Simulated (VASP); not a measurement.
# Ni (Fm-3m) in VASP: notebook, part 2 of 2

VASP 6.6.1. Earlier steps stand in the parts before.

**3. Single point, PBE, collinear spin, ferromagnetic start**

File INCAR:

```
PREC = Accurate ; ENCUT = 520
EDIFF = 1E-7 ; ISMEAR = -1
SIGMA = 0.05 ; LREAL = False
LASPH = True ; NELM = 150
ALGO = Normal ; ISIF = 2
LWAVE = False ; LCHARG = False
ISPIN = 2 ; MAGMOM = 2
LORBIT = 11 ; LMAXMIX = 4
GGA = PE ; NBANDS = 15
```

File KPOINTS:

```
regular mesh
0
Gamma
  15 15 15
```

File POSCAR:

```
Ni
1.0
    0.0000000000      1.7586000000      1.7586000000
    1.7586000000      0.0000000000      1.7586000000
    1.7586000000      1.7586000000      0.0000000000
Ni
1
Direct
    0.0000000000      0.0000000000      0.0000000000
```

Potentials or basis: VASP PAW PBE potentials, release 64 (Ni).

Started as:

```
$ cat potpaw_PBE.64/Ni/POTCAR > POTCAR
$ mpirun -np 1 vasp_std > vasp.out
```

Run time: 18 s. Hardware: 1 thread of Intel Xeon 6975P-C (Granite Rapids), shared host; peak memory 0.14 GiB.

Results (log left out):

```
Free energy                                           : -5.4787 eV
Pressure                                              : 0.3 GPa
Net moment                                            : 0.64 μB per cell
Site moments                                          : Ni +0.66 μB
Valence electrons inside the program's atomic spheres : Ni 9.31
```

Levels at points of the mesh, in eV from the Fermi level:
Spin up:
```csv
k point,band 2,band 3,band 4,band 5,band 6,band 7,band 8,band 9
"(0.00, 0.00, 0.00)",-2.45,-2.45,-2.45,-1.27,-1.27,23.73,27.59,27.59
```
Spin down:
```tsv
k point	band 3	band 4	band 5	band 6	band 7	band 8
(0.00, 0.00, 0.00)	-1.67	-1.67	-0.67	-0.67	23.56	27.57
```

**4. Single point, PBE, collinear spin, ferromagnetic start**

File INCAR:

```
SYSTEM = Ni
PREC = Accurate
ENCUT = 520
EDIFF = 1E-6
ISMEAR = -1
SIGMA = 0.05
LREAL = .False.
LASPH = .True.
NELM = 150
ALGO = Normal
ISIF = 2
LWAVE = .False.
LCHARG = .False.
ISPIN = 2
MAGMOM = 0.48
LORBIT = 11
NUPDOWN = 0.48
LMAXMIX = 4
GGA = PE
NBANDS = 15
```

File KPOINTS:

```
Automatic mesh
0
Gamma
  15 15 15
  0 0 0
```

POSCAR is that of step 3.

Potentials or basis: VASP PAW PBE potentials, release 64 (Ni).

Started as:

```
$ cat potpaw_PBE.64/Ni/POTCAR > POTCAR
$ mpirun -np 1 vasp_std > vasp.out
```

OUTCAR:

```text
SYSTEM = Ni
   PREC = Accurate
   ENCUT = 520
   EDIFF = 1E-6
   ISMEAR = -1
   LREAL = .False.
   LASPH = .True.
   NELM = 150
   ISIF = 2
   ISPIN = 2
   LORBIT = 11
   NUPDOWN = 0.48
   GGA = PE

 ion  position               nearest neighbor table
   1  0.000  0.000  0.000-

  LATTYP: Found a face centered cubic cell.
 ALAT       =     3.5172000000

  Lattice vectors:

 A1 = (   0.0000000000,   1.7586000000,   1.7586000000)
 A2 = (   1.7586000000,   0.0000000000,   1.7586000000)
 A3 = (   1.7586000000,   1.7586000000,   0.0000000000)

Analysis of symmetry for initial positions (statically):
[... 25 lines left out ...]
The dynamic configuration has the point symmetry O_h .

Analysis of structural, dynamic, and magnetic symmetry:
=====================================================================
 Subroutine PRICEL returns:
[... 7 lines left out ...]
 out of a pool of 48 trial point group operations.

The overall configuration has the point symmetry O_h .

 Subroutine INISYM returns: Found 48 space group operations
[... 5 lines left out ...]
                                     Primitive cell

  volume of cell :      10.8776

[... 582 lines left out ...]
      3       7.6447      1.00000
      4       7.6447      1.00000
      5       8.6571      1.00000
      6       8.6571      1.00000
      7      32.9457      0.00000
      8      36.9387      0.00000
      9      36.9387      0.00000
     10      36.9387      0.00000
     11      39.9944      0.00000
     12      39.9944      0.00000
     13      39.9944      0.00000
     14      42.7461      0.00000
[... 403 lines left out ...]
      4       8.0310      1.00000
      5       8.3202      1.00000
      6       8.8445      0.99997
      7      29.1270      0.00000
      8      31.7105      0.00000
      9      32.0539      0.00000
     10      34.3445      0.00000
     11      38.9661      0.00000
     12      43.2624      0.00000
     13      44.9411      0.00000
     14      45.5619      0.00000
     15      50.4575      0.00000

 [... further k-points ...]
[... 5 lines left out ...]
  --------------------------------------------------------------------------------------
  -------------------------------------------------------------------------------------
  Total       -0.0200597     -0.0200597     -0.0200597      0.0000000      0.0000000      0.0000000
  in kB       -2.9546349     -2.9546349     -2.9546349      0.0000000      0.0000000      0.0000000
  external PRESSURE =      -2.9546349 kB  Pullay stress =       0.0000000 kB

 VOLUME and BASIS-vectors are now :
 -----------------------------------------------------------------------------
  energy-cutoff  :      520.00
  volume of cell :       10.88
      direct lattice vectors                 reciprocal lattice vectors
     0.000000000  1.758600000  1.758600000    -0.284317070  0.284317070  0.284317070
     1.758600000  0.000000000  1.758600000     0.284317070 -0.284317070  0.284317070
     1.758600000  1.758600000  0.000000000     0.284317070  0.284317070 -0.284317070

 POSITION                                       TOTAL-FORCE (eV/Angst)
 -----------------------------------------------------------------------------------
      0.00000      0.00000      0.00000         0.000000      0.000000      0.000000
 -----------------------------------------------------------------------------------
    total drift:                                0.000000     -0.000000     -0.000000

  FREE ENERGIE OF THE ION-ELECTRON SYSTEM (eV)
  ---------------------------------------------------
  free  energy   TOTEN  =        -5.4663939100 eV

  energy  without entropy=       -5.4494113199  energy(sigma->0) =       -5.45790261

 total charge

# of ion       s       p       d       tot
------------------------------------------
    1        0.495   0.494   8.323   9.312

 magnetization (x)

# of ion       s       p       d       tot
------------------------------------------
    1       -0.009  -0.025   0.526   0.493
```

It took 14 s on 1 thread of Intel Xeon 6975P-C (Granite Rapids), shared host; peak memory 0.14 GiB.

Results:

```
Free energy                                           : -5.4664 eV
Pressure                                              : -0.3 GPa
Net moment                                            : 0.48 μB per cell
Site moments                                          : Ni +0.49 μB
Valence electrons inside the program's atomic spheres : Ni 9.31
```

Caveat: the total moment is fixed, so each spin has its own Fermi level.

**5. Summary**

```tsv
spin	fixed moment (μB)	pressure (GPa)	moment (μB)
collinear, zero start	0.0	-1.0	0.00
collinear, ferromagnetic start	-	0.3	0.64
collinear, ferromagnetic start	0.48	-0.3	0.48
```

Alike in all rows: task single point; level PBE; potentials or basis VASP PAW PBE potentials, release 64 (Ni); cell as given; k mesh 15 × 15 × 15; cutoff (eV) 520; smearing fermi-dirac 0.05 eV.

Caveats: the total moment is fixed, so each spin has its own Fermi level (some runs).

Total energies depend on the potentials used, so only differences within one code and one set of settings carry meaning.
